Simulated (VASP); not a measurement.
Write the native input for VASP 6.6.1 that does the following.

* Task: single point
* Functional: PBE
* Potentials or basis: VASP PAW PBE potentials, release 64 (N)
* Cutoff: 520 eV
* k mesh: 7 × 7 × 4
* Occupations: fermi-dirac, width 0.05 eV
* Spin: no spin polarisation
* Dipole correction: no
* Further INCAR settings: ALGO = Normal; EDIFF = 1e-06; NBANDS = 18

The structure of N lies in POSCAR:

```
N
1.0
    4.1672328106      0.0000000000      0.0000000000
   -2.0836164053      3.6089294775      0.0000000000
    0.0000000000      0.0000000000      7.0060035100
N
4
Direct
    0.6666666667      0.3333333333      0.6710699600
    0.6666666667      0.3333333333      0.8289300400
    0.3333333333      0.6666666667      0.1710699600
    0.3333333333      0.6666666667      0.3289300400
```

These files were run (other wordings do the same):

INCAR

```
PREC     = Accurate       # precision mode
ENCUT    = 520            # plane-wave cutoff, eV
EDIFF    = 1E-6           # SCF threshold, eV
ISMEAR   = -1             # smearing method
SIGMA    = 0.05           # smearing width, eV
LREAL    = False          # projectors in reciprocal space
LASPH    = True           # aspherical terms in the spheres
NELM     = 80             # most SCF steps
ALGO     = Normal         # electronic algorithm
ISIF     = 2              # what is computed and relaxed
LWAVE    = False          # write WAVECAR
LCHARG   = True           # write CHGCAR
GGA      = PE             # functional
LELF     = True           # ELF
LVHAR    = True         
NBANDS   = 18             # bands
```

KPOINTS

```
regular mesh
0
Gamma
  7 7 4
```

Potentials or basis: VASP PAW PBE potentials, release 64 (N).

Launch:

```console
$ cat potpaw_PBE.64/N/POTCAR > POTCAR
$ mpirun -np 1 vasp_std > vasp.out
```

Results of the run:

```json
{
  "Pressure": "1.3 GPa",
  "Largest force": "1.112 eV/Å",
  "Band gap on the k mesh": "7.04 eV, indirect (least direct gap 7.31 eV)"
}
```

Caveat: the standard files for N, O and F lose accuracy on very short bonds; forces of over 1 eV/Å act on the atoms, so gaps and moduli don't describe the material at rest.

Run time: 71 s on 1 thread of AMD EPYC 7R43 64-Core Processor (Zen 3), on a shared host, peak memory 0.17 GiB.
